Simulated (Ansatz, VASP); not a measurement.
**Two plane-wave programs on SiF**

```
CELL_PARAMETERS angstrom
3.02527 0.00000 0.00000
0.00000 3.02527 0.00000
0.00000 0.00000 3.02527
ATOMIC_POSITIONS crystal
Si 0.00000 0.00000 0.00000
F 0.50000 0.50000 0.50000
```

Change from the starting cell: species swapped into the TlI type (Pm-3m, No. 221).

Alike in both runs: functional PBE; k mesh 7 × 7 × 7; occupations gaussian, width 0.2 eV; no spin polarisation.

Ansatz relaxed the structure, and its values are those at the end. VASP's run is a single point on that final structure, the one shown.

|  | VASP | Ansatz |
| --- | --- | --- |
| version | VASP 6.6.1 | Ansatz 0.2.0 |
| potentials or method | VASP PAW PBE potentials, release 64 (Si, F), cutoff 600 eV | scalar-relativistic, plane waves, PAW |
| valence electrons in the cell | 11 | 11 |

Ansatz gave:

```
gap on the k mesh at the Fermi level (eV) : none
pressure (GPa)                            : 0.1
```

Question: What did VASP give for the same quantities?

Answer: gap on the k mesh at the Fermi level (eV): none; pressure (GPa): -0.2.

A gap of «none» marks a metal or a gap that the smearing closes.
